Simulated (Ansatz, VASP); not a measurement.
# Si: VASP beside Ansatz

```
Si
1.0
    -2.37137    2.37137    1.32927
     2.37137   -2.37137    1.32927
     2.37137    2.37137   -1.32927
Si
2
Cartesian
  0.1470 0.0149 1.2993
  2.3852 -0.0847 0.6750
```

Change from the starting cell: atoms moved at random, drawn with an rms of 0.15 Å.

Alike in both runs: functional LDA; k mesh 11 × 11 × 11; occupations gaussian, width 0.05 eV; no spin polarisation.

|  | VASP | Ansatz |
| --- | --- | --- |
| version | VASP 6.6.1 | Ansatz 0.2.0 |
| potentials or method | VASP PAW LDA potentials, release 64 (Si), cutoff 520 eV | all-electron LAPW, scalar-relativistic |
| task | single point | band structure |

VASP gave:

| Property | Result |
| --- | --- |
| gap on the k mesh at the Fermi level (eV) | none |
| pressure (GPa) | 1.0 |
| traceless stress, the component that is largest in VASP (GPa) | 3.23 |
| rms of the force components (eV/Å) | 0.609 |

Q: Which values does Ansatz return?

A: gap on the k mesh at the Fermi level (eV): none; pressure (GPa): 0.9; traceless stress, the component that is largest in VASP (GPa): 3.21; rms of the force components (eV/Å): 0.607.

LDA's correlation is that of Perdew and Zunger in VASP and of Perdew and Wang (1992) in Ansatz. Atom by atom the forces differ by 0.002 eV/Å (rms over components). A gap of «none» marks a metal or a gap that the smearing closes. Ansatz ran all-electron here, and VASP with PAW potentials.
